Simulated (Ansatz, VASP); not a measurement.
Tl: VASP beside Ansatz

File INCAR:

```
PREC     = Accurate       # precision mode
ENCUT    = 520            # plane-wave cutoff, eV
EDIFF    = 1E-6           # SCF threshold, eV
ISMEAR   = -1             # smearing method
SIGMA    = 0.05           # smearing width, eV
LREAL    = F              # projectors in reciprocal space
LASPH    = T              # aspherical terms in the spheres
NELM     = 80             # most SCF steps
ALGO     = Normal         # electronic algorithm
ISIF     = 2              # what is computed and relaxed
LWAVE    = F              # write WAVECAR
LCHARG   = T              # write CHGCAR
GGA      = CA             # functional
LELF     = T              # ELF
LVHAR    = T            
NBANDS   = 20             # bands
```

The input KPOINTS:

```
regular mesh
0
Gamma
  9 9 5
```

File POSCAR:

```
Tl
1.0
    3.3854495917      0.0000000000      0.0000000000
   -1.6927247959      2.9318853497      0.0000000000
    0.0000000000      0.0000000000      5.4122132507
Tl
2
Direct
    0.6666666667      0.3333333333      0.7500000000
    0.3333333333      0.6666666667      0.2500000000
```

The input input.yaml:

```yaml
crystal:
  lattice:
    - [3.3854495917, 0.0, 0.0]
    - [-1.6927247959, 2.9318853497, 0.0]
    - [0.0, 0.0, 5.4122132507]
  atoms:
    - { symbol: Tl, position: [0.6666666667, 0.3333333333, 0.75] }
    - { symbol: Tl, position: [0.3333333333, 0.6666666667, 0.25] }
kpoints:
  mp_grid: { grid: [9, 9, 5] }
scf:
  occupations: { method: fermi_dirac, width: 0.05 }
hamiltonian:
  xc: lda
  pseudopotentials: { kind: all_electron, lapw: { basis_error: 0.001 } }
output:
  forces: true
  stress: true
  eigenvalues: true
```

Change from the starting cell: volume scaled by 0.94.

Alike in both runs: task single point; functional LDA; k mesh 9 × 9 × 5; occupations fermi-dirac, width 0.05 eV; no spin polarisation.

|  | VASP | Ansatz |
| --- | --- | --- |
| version | VASP 6.6.1 | Ansatz 0.2.0 |
| potentials or method | VASP PAW LDA potentials, release 64 (Tl_d), cutoff 520 eV | all-electron LAPW, scalar-relativistic |

|  | VASP | Ansatz | Ansatz less VASP |
| --- | --- | --- | --- |
| gap on the k mesh at the Fermi level (eV) | none | none | - |
| pressure (GPa) | 1.0 | 0.9 | -0.10 |
| traceless stress, the component that is largest in VASP (GPa) | 1.13 | 1.10 | -0.032 |

LDA's correlation is that of Perdew and Zunger in VASP and of Perdew and Wang (1992) in Ansatz. A gap of «none» marks a metal or a gap that the smearing closes. Ansatz ran all-electron here, and VASP with PAW potentials.

Neither program's run includes spin-orbit coupling.
